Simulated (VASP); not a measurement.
## Sn3Se: single point with r2SCAN

Crystal: Sn3Se.

```
Sn Se
1.0
     4.64508    0.00000    0.00000
     0.00000    4.64508    0.00000
     0.00000    0.00000    4.64508
Sn Se
3 1
Direct
  0.50000 0.50000 0.00000
  0.50000 0.00000 0.50000
  0.00000 0.50000 0.50000
  0.00000 0.00000 0.00000
```

* Program: VASP 6.6.1
* Task: single point
* Functional: r2SCAN
* Potentials or basis: VASP PAW PBE potentials, release 64 (Sn_d, Se)
* Cutoff: 520 eV
* k mesh: 6 × 6 × 6
* Occupations: fermi-dirac, width 0.05 eV
* Spin: no spin polarisation
* Dipole correction: no
* Further INCAR settings: ALGO = Normal; EDIFF = 1e-06; NBANDS = 32

```yaml
Pressure: 2.7 GPa
Band_gap_on_the_k_mesh: zero (band 24 reaches 10.13 eV, above the bottom of band 25 at 7.46 eV)
```

Levels at points of the mesh, in eV from the Fermi level:
| k point | band 21 | band 22 | band 23 | band 24 | band 25 | band 26 | band 27 | band 28 |
| --- | --- | --- | --- | --- | --- | --- | --- | --- |
| (0.00, 0.00, 0.00) | -4.85 | -4.85 | -0.16 | -0.16 | -0.16 | 2.54 | 2.54 | 2.54 |
| (0.50, 0.00, 0.00) | -3.71 | -2.13 | -2.09 | -2.09 | -0.14 | 2.30 | 2.42 | 2.42 |
| (0.50, 0.50, 0.00) | -2.49 | -2.10 | -2.10 | -0.51 | -0.03 | 0.02 | 0.02 | 3.59 |
| (0.50, 0.50, 0.50) | -5.88 | -5.88 | -5.36 | 2.21 | 2.21 | 2.21 | 6.59 | 6.59 |

It took 3.3 min on 1 thread of AMD EPYC 7R43 64-Core Processor (Zen 3), with other jobs on the host, peak memory 0.21 GiB.

Caveat: the PAW data sets were made with another functional, which shifts forces and pressure a little; spin-orbit coupling is left out, which moves the levels of the heavy elements.
